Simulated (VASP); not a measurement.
Write the native input for VASP 6.6.1 that does the following.

```yaml
Task: single point
Functional: revPBE
Potentials_or_basis: VASP PAW PBE potentials, release 64 (Sb)
Cutoff: 520 eV
k_mesh: 12 × 12 × 7
Occupations: fermi-dirac, width 0.1 eV
Spin: no spin polarisation
Dipole_correction: no
Further_INCAR_settings: ALGO = Normal; EDIFF = 1e-06; NBANDS = 12
```

The structure of Sb lies in POSCAR:

```
Sb
1.0
    3.4739245343      0.0000000000      0.0000000000
   -1.7369622671      3.0085068975      0.0000000000
    0.0000000000      0.0000000000      5.7549274480
Sb
2
Direct
    0.3333333333      0.6666666667      0.2500000000
    0.6666666667      0.3333333333      0.7500000000
```

This cell differs from its parent crystal: volume scaled by 1.08.

One way to write it, as run:

INCAR

```
SYSTEM = Sb
PREC = Accurate ; ENCUT = 520
EDIFF = 1E-6 ; ISMEAR = -1
SIGMA = 0.1 ; LREAL = .FALSE.
LASPH = .TRUE. ; NELM = 60
ALGO = Normal ; ISIF = 2
LWAVE = .FALSE. ; LCHARG = .TRUE.
GGA = RE ; LELF = .TRUE.
LVHAR = .TRUE. ; NBANDS = 12
```

KPOINTS

```
regular mesh
0
G
  12 12 7
  0 0 0
```

Potentials or basis: VASP PAW PBE potentials, release 64 (Sb).

The run is started by

```console
$ cat potpaw_PBE.64/Sb/POTCAR > POTCAR
$ mpirun -np 1 vasp_std > vasp.out
```

It gave:

```yaml
Pressure: -3.6 GPa
Band_gap_on_the_k_mesh: zero (band 5 reaches 10.97 eV, above the bottom of band 6 at 4.71 eV)
```

Caveat: the PAW data sets were made with another functional, which shifts forces and pressure a little; spin-orbit coupling is left out, which moves the levels of the heavy elements.

Run time: 27 s on 1 thread of AMD EPYC 9R14 (Zen 4), with other jobs on the host, peak memory 0.18 GiB.
